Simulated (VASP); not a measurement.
# Ag: single point with PBE

Crystal: Ag.

```
Ag
1.0
     2.45045    0.00000    0.00000
    -1.22522    2.12215    0.00000
     0.00000    0.00000    4.01706
Ag
2
Direct
  0.33333 0.66667 0.25000
  0.66667 0.33333 0.75000
```

This isn't the form of Ag at room conditions, which is fcc.

| Quantity | Value |
| --- | --- |
| Program | VASP 6.6.1 |
| Task | single point |
| Functional | PBE |
| Potentials or basis | VASP PAW PBE potentials, release 64 (Ag) |
| Cutoff | 520 eV |
| k mesh | 18 × 18 × 10 |
| Occupations | fermi-dirac, width 0.1 eV |
| Spin | no spin polarisation |

* Pressure: 219.0 GPa
* Band gap on the k mesh: zero (bands 11 and 12 overlap by 10.51 eV)

Stress tensor (GPa, compression positive):
```
218.98   0.00   0.00
  0.00 218.98   0.00
  0.00   0.00 219.16
```

Levels at points of the mesh, in eV from the Fermi level:
```tsv
k point	band 7	band 8	band 9	band 10	band 11	band 12	band 13	band 14	band 15	band 16
(0.00, 0.00, 0.00)	-7.12	-6.28	-6.28	-3.99	-3.99	-2.29	6.97	15.53	17.94	18.87
(0.50, 0.00, 0.00)	-6.14	-3.59	-3.48	-3.26	0.11	2.94	9.46	9.61	12.88	13.29
(0.00, 0.00, 0.50)	-7.56	-7.56	-4.67	-4.67	-4.67	-4.67	14.15	14.15	17.20	17.20
(0.50, 0.00, 0.50)	-4.30	-4.30	-3.39	-3.39	0.02	0.02	8.14	8.14	16.23	16.23
```

Wall time 26 s on 1 thread of Intel(R) Xeon(R) 6975P-C (Granite Rapids), with other jobs on the host, peak memory 0.18 GiB.

Caveat: the cell stands under pressure.
